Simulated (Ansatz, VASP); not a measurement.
## Two plane-wave programs on HfO7

```xyz
8
Lattice="0.0000 3.2654 3.2654 3.2654 0.0000 3.2654 3.2654 3.2654 0.0000" Properties=species:S:1:pos:R:3 pbc="T T T"
Hf    0.0000    0.0000    0.0000
O     3.2654    3.2654    3.2654
O     1.6327    1.6327    0.0000
O     1.6327    3.2654    1.6327
O     3.2654    1.6327    1.6327
O     1.6327    1.6327    3.2654
O     1.6327    0.0000    1.6327
O     0.0000    1.6327    1.6327
```

Change from the starting cell: species swapped into the LiPd7 type (Fm-3m, No. 225).

Alike in both runs: functional PBE; k mesh 4 × 4 × 4; occupations gaussian, width 0.1 eV; no spin polarisation.

Ansatz relaxed the structure, and its values are those at the end. VASP's run is a single point on that final structure, the one shown.

|  | VASP | Ansatz |
| --- | --- | --- |
| version | VASP 6.6.1 | Ansatz 0.2.0 |
| potentials or method | VASP PAW PBE potentials, release 64 (Hf_pv, O), cutoff 520 eV | scalar-relativistic, plane waves, PAW |
| valence electrons in the cell | 52 | 68 |

```tsv
	VASP	Ansatz	Ansatz less VASP
gap on the k mesh at the Fermi level (eV)	none	none	-
pressure (GPa)	-2.2	0.0	+2.15
```

A gap of «none» marks a metal or a gap that the smearing closes. The functional is the same, so the differences come from potentials, cutoffs and numerics. VASP's potentials hold 52 valence electrons a cell and Ansatz's 68, so a difference there can come from the potentials and not from the codes.

The k mesh is coarse, so the values compare programs but aren't converged. Neither program's run includes spin-orbit coupling.
